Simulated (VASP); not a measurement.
# BePt (Fm-3m) in VASP: notebook, part 2 of 2

VASP 6.6.1. Earlier steps stand in the parts before.

## 5. Single point, PBE (11.17 Å³/atom)

This run uses another cell than the first one, of 11.17 Å³/atom.

Input file INCAR:

```
SYSTEM = BePt
PREC = Accurate ; ENCUT = 520
EDIFF = 1E-7 ; ISMEAR = 0
SIGMA = 0.1 ; LREAL = .False.
LASPH = .True. ; NELM = 60
ALGO = Normal ; ISIF = 2
LWAVE = .False. ; LCHARG = .False.
GGA = PE ; NBANDS = 13
```

Input file KPOINTS:

```
Automatic mesh
0
Gamma
  20 20 20
  0 0 0
```

Input file POSCAR:

```
BePt
1.0
    0.0000000000      2.2351022006      2.2351022006
    2.2351022006      0.0000000000      2.2351022006
    2.2351022006      2.2351022006      0.0000000000
Be Pt
1 1
Direct
    0.0000000000      0.0000000000      0.0000000000
    0.5000000000      0.5000000000      0.5000000000
```

Potentials or basis: VASP PAW PBE potentials, release 64 (Be, Pt).

Started as:

```bash
> cat potpaw_PBE.64/Be/POTCAR potpaw_PBE.64/Pt/POTCAR > POTCAR
> mpirun -np 1 vasp_std > vasp.out
```

OUTCAR:

```text
SYSTEM = BePt
   PREC = Accurate
   ENCUT = 520
   EDIFF = 1E-7
   ISMEAR = 0
   LREAL = .False.
   LASPH = .True.
   NELM = 60
   ISIF = 2
   GGA = PE

 ion  position               nearest neighbor table
   1  0.000  0.000  0.000-   2 2.24   2 2.24   2 2.24   2 2.24   2 2.24   2 2.24
   2  0.500  0.500  0.500-   1 2.24   1 2.24   1 2.24   1 2.24   1 2.24   1 2.24

  LATTYP: Found a face centered cubic cell.
 ALAT       =     4.4702044012

  Lattice vectors:

 A1 = (   0.0000000000,   2.2351022006,   2.2351022006)
 A2 = (   2.2351022006,   0.0000000000,   2.2351022006)
 A3 = (   2.2351022006,   2.2351022006,   0.0000000000)

Analysis of symmetry for initial positions (statically):
=====================================================================
 Subroutine PRICEL returns:
 Original cell was already a primitive cell.

 Routine SETGRP: Setting up the symmetry group for a
 face centered cubic supercell.

 Subroutine GETGRP returns: Found 48 space group operations
 (whereof 48 operations were pure point group operations)
 out of a pool of 48 trial point group operations.

The static configuration has the point symmetry O_h .

Analysis of symmetry for dynamics (positions and initial velocities):
=====================================================================
 Subroutine PRICEL returns:
 Original cell was already a primitive cell.

 Routine SETGRP: Setting up the symmetry group for a
 face centered cubic supercell.

 Subroutine GETGRP returns: Found 48 space group operations
 (whereof 48 operations were pure point group operations)
 out of a pool of 48 trial point group operations.

The dynamic configuration has the point symmetry O_h .

 Subroutine INISYM returns: Found 48 space group operations
 (whereof 48 operations are pure point group operations),
 and found     1 'primitive' translations

----------------------------------------------------------------------------------------

                                     Primitive cell

[... 114 lines left out ...]
   LORBIT       =      0    0 simple, 1 ext, 2 COOP (PROOUT), +10 PAW based schemes
   GGA     = PE    functional components
   LHFCALC =     F    Hartree Fock is set to
   AEXX    =    0.0000 exact exchange contribution
   IVDW    =     0    specifies the selected vdW correction
   LEPSILON=     F    determine dielectric tensor
   LRPA    =     F    only Hartree local field effects (RPA)
 non-spin polarized calculation
 Gauss-broadening in eV      SIGMA  =   0.10
  energy-cutoff  :      520.00
  volume of cell :       22.33
 maximum number of plane-waves:       620
   NGX = 11   NGY = 11   NGZ = 11

 number of electron      12.0000000 magnetization

 Free energy of the ion-electron system (eV)
  ---------------------------------------------------
  ext. energy  EPLUGINS =         0.00000000
  ---------------------------------------------------
  free energy    TOTEN  =       -10.13005261 eV

  energy without entropy =      -10.12696977  energy(sigma->0) =      -10.12851119

 E-fermi :  10.3460     XC(G=0): -12.5650

 val. band max:       10.3371652220   @ k =  -0.3000   0.4000   0.2000
 cond. band min:      10.3595869613   @ k =  -0.2500   0.4500   0.2000
 fundamental gap:      0.0224217393
 Fermi energy:        10.3459943751

 k-point     1 :       0.0000    0.0000    0.0000
  band No.  band energies     occupation
      1      -0.5617      2.00000
      2       6.1828      2.00000
      3       6.1828      2.00000
      4       6.1828      2.00000
      5       6.9505      2.00000
      6       6.9505      2.00000
      7      16.1707      0.00000
      8      16.1707      0.00000
      9      16.1707      0.00000
     10      22.0541      0.00000
     11      30.4849      0.00000
     12      30.4971      0.00000
     13      30.4971      0.00000
[... 354 lines left out ...]
  band No.  band energies     occupation
      1       1.9585      2.00000
      2       5.2126      2.00000
      3       5.2262      2.00000
      4       5.6957      2.00000
      5       7.7899      2.00000
      6       8.1042      2.00000
      7      12.2561      0.00000
      8      19.3407      0.00000
      9      20.9729      0.00000
     10      21.1414      0.00000
     11      23.2383      0.00000
     12      23.8183      0.00000
     13      29.4392      0.00000

 [... further k-points ...]
[... 5 lines left out ...]
  --------------------------------------------------------------------------------------
  -------------------------------------------------------------------------------------
  Total        3.7833495      3.7833495      3.7833495      0.0000000      0.0000000      0.0000000
  in kB      271.4344051    271.4344051    271.4344051      0.0000000      0.0000000      0.0000000
  external PRESSURE =     271.4344051 kB  Pullay stress =       0.0000000 kB

 VOLUME and BASIS-vectors are now :
 -----------------------------------------------------------------------------
  energy-cutoff  :      520.00
  volume of cell :       22.33
      direct lattice vectors                 reciprocal lattice vectors
     0.000000000  2.235102201  2.235102201    -0.223703417  0.223703417  0.223703417
     2.235102201  0.000000000  2.235102201     0.223703417 -0.223703417  0.223703417
     2.235102201  2.235102201  0.000000000     0.223703417  0.223703417 -0.223703417

 POSITION                                       TOTAL-FORCE (eV/Angst)
 -----------------------------------------------------------------------------------
      0.00000      0.00000      0.00000         0.000000      0.000000      0.000000
      2.23510      2.23510      2.23510        -0.000000     -0.000000     -0.000000
 -----------------------------------------------------------------------------------
    total drift:                               -0.000000     -0.000000      0.000000

  FREE ENERGIE OF THE ION-ELECTRON SYSTEM (eV)
  ---------------------------------------------------
  free  energy   TOTEN  =       -10.1300526054 eV

  energy  without entropy=      -10.1269697653  energy(sigma->0) =      -10.12851119
```

OSZICAR:

```text
N       E                     dE             d eps       ncg     rms          rms(c)
DAV:   1     0.461907448358E+02    0.46191E+02   -0.63059E+03  6688   0.867E+02
DAV:   2    -0.100312869536E+02   -0.56222E+02   -0.52769E+02  8016   0.185E+02
DAV:   3    -0.110205239526E+02   -0.98924E+00   -0.98626E+00  8296   0.232E+01
DAV:   4    -0.110255518410E+02   -0.50279E-02   -0.50274E-02  7851   0.199E+00
DAV:   5    -0.110256296310E+02   -0.77790E-04   -0.77790E-04  8411   0.245E-01    0.131E+01
DAV:   6    -0.101731763819E+02    0.85245E+00   -0.38932E+00  7901   0.136E+01    0.402E+00
DAV:   7    -0.101437194704E+02    0.29457E-01   -0.59494E-02  7811   0.214E+00    0.250E+00
DAV:   8    -0.101300862787E+02    0.13633E-01   -0.39345E-03  8456   0.500E-01    0.152E-01
DAV:   9    -0.101300546767E+02    0.31602E-04   -0.25120E-04  8084   0.108E-01    0.240E-02
DAV:  10    -0.101300543421E+02    0.33459E-06   -0.11038E-05  7991   0.248E-02    0.144E-02
DAV:  11    -0.101300525688E+02    0.17734E-05   -0.77794E-07  8161   0.572E-03    0.274E-03
DAV:  12    -0.101300526054E+02   -0.36659E-07   -0.73076E-08  6946   0.218E-03
   1 F= -.10130053E+02 E0= -.10128511E+02  d E =-.308284E-02
```

It took 19 s on 1 thread of Intel Xeon 6975P-C (Granite Rapids), shared host; peak memory 0.2 GiB.

Results:

| Property | Result |
| --- | --- |
| Free energy | -10.1301 eV |
| Pressure | 27.1 GPa |
| Band gap on the k mesh | zero (bands 6 and 7 overlap by 0.92 eV) |

Caveat: the cell stands under pressure; spin-orbit coupling is left out, which moves the levels of the heavy elements.

## 6. Single point, PBE (11.55 Å³/atom)

This run uses another cell than the first one, of 11.55 Å³/atom.

Input file INCAR:

```
PREC = Accurate ; ENCUT = 520
EDIFF = 1E-6 ; ISMEAR = 0
SIGMA = 0.1 ; LREAL = F
LASPH = T ; NELM = 100
ALGO = Normal ; ISIF = 2
LWAVE = F ; LCHARG = F
GGA = PE ; NBANDS = 13
```

Input file KPOINTS:

```
regular mesh
0
Gamma
  20 20 20
```

Input file POSCAR:

```
BePt
1.0
    0.0000000000      2.2602178107      2.2602178107
    2.2602178107      0.0000000000      2.2602178107
    2.2602178107      2.2602178107      0.0000000000
Be Pt
1 1
Direct
    0.0000000000      0.0000000000      0.0000000000
    0.5000000000      0.5000000000      0.5000000000
```

Potentials or basis: VASP PAW PBE potentials, release 64 (Be, Pt).

Started as:

```bash
> cat potpaw_PBE.64/Be/POTCAR potpaw_PBE.64/Pt/POTCAR > POTCAR
> mpirun -np 1 vasp_std > vasp.out
```

Wall time 18 s (1 thread of Intel Xeon 6975P-C (Granite Rapids), shared host); peak memory 0.2 GiB.

The run converged. Its results:

```
Free energy            : -10.2385 eV
Pressure               : 18.6 GPa
Band gap on the k mesh : zero (bands 6 and 7 overlap by 0.88 eV)
```

Levels at points of the mesh, in eV from the Fermi level:
```
           k point  band 2  band 3  band 4  band 5  band 6  band 7  band 8  band 9  band 10  band 11
(0.00, 0.00, 0.00)   -3.96   -3.96   -3.96   -3.25   -3.25    5.83    5.83    5.83    11.77    19.56
(0.50, 0.00, 0.00)   -5.11   -5.11   -3.74   -1.96   -1.96    0.10   10.12   11.23    11.23    11.37
(0.50, 0.50, 0.00)   -5.62   -3.12   -2.33   -1.46   -1.46    2.04    2.12    2.12    11.88    14.36
```

Caveat: the cell stands under pressure; spin-orbit coupling is left out, which moves the levels of the heavy elements.

## 7. Overview

| task | cell | k mesh | cutoff (eV) | gap on the mesh (eV) | pressure (GPa) |
| --- | --- | --- | --- | --- | --- |
| single point | a = 3.228 Å, angles 60.0°, 2 atoms | 6 × 6 × 6 | 520 | none | 12.7 |
| single point | a = 3.304 Å, angles 60.0°, 2 atoms | 6 × 6 × 6 | 520 | none | -0.1 |
| relaxation of cell and atoms | relaxed from a = 3.228 Å, angles 60.0°, 2 atoms | 6 × 6 × 6 | 600 | none | -0.1 |
| single point | a = 3.161 Å, angles 60.0°, 2 atoms | 20 × 20 × 20 | 520 | none | 27.1 |
| single point | a = 3.196 Å, angles 60.0°, 2 atoms | 20 × 20 × 20 | 520 | none | 18.6 |

Alike in all rows: level PBE; potentials or basis VASP PAW PBE potentials, release 64 (Be, Pt); no spin polarisation; smearing gaussian 0.1 eV.

Caveats: some runs use coarse meshes; spin-orbit coupling is left out, which moves the levels of the heavy elements; the cell stands under pressure (at least some runs).

Total energies depend on the potentials used, so only differences within one code and one set of settings carry meaning.
